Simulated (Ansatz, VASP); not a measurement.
Ge: VASP beside Ansatz

```
Ge
1.0
     1.48805   -2.59469    0.00000
     1.48805    2.59469    0.00000
     0.00000    0.00000    4.72760
Ge
2
Direct
  0.33345 0.66655 0.25000
  0.66655 0.33345 0.75000
```

Alike in both runs: task single point; functional PBE-based screened hybrid with a share of 0.25 of exact exchange and HFSCREEN = 0.4; k mesh 5 × 5 × 3; occupations fermi-dirac, width 0.05 eV; no spin polarisation.

```csv
,VASP,Ansatz
version,VASP 6.6.1,Ansatz 0.2.0
potentials or method,"VASP PAW PBE potentials, release 64 (Ge_d)",Ansatz PAW
plane-wave cutoff (eV),520,420
valence electrons in the cell,28,28
```

|  | VASP | Ansatz | Ansatz less VASP |
| --- | --- | --- | --- |
| gap on the k mesh at the Fermi level (eV) | none | none | - |
| pressure (GPa) | 3.6 | 3.4 | -0.18 |
| traceless stress, the component that is largest in VASP (GPa) | 6.18 | 6.17 | -0.011 |
| rms of the force components (eV/Å) | 0.007 | 0.007 | 0.0000 |

VASP's potentials were made for PBE, not for PBE-based screened hybrid. Atom by atom the forces differ by 0.000 eV/Å (rms over components). A gap of «none» marks a metal or a gap that the smearing closes.

The k mesh is coarse, so the values compare programs but aren't converged.
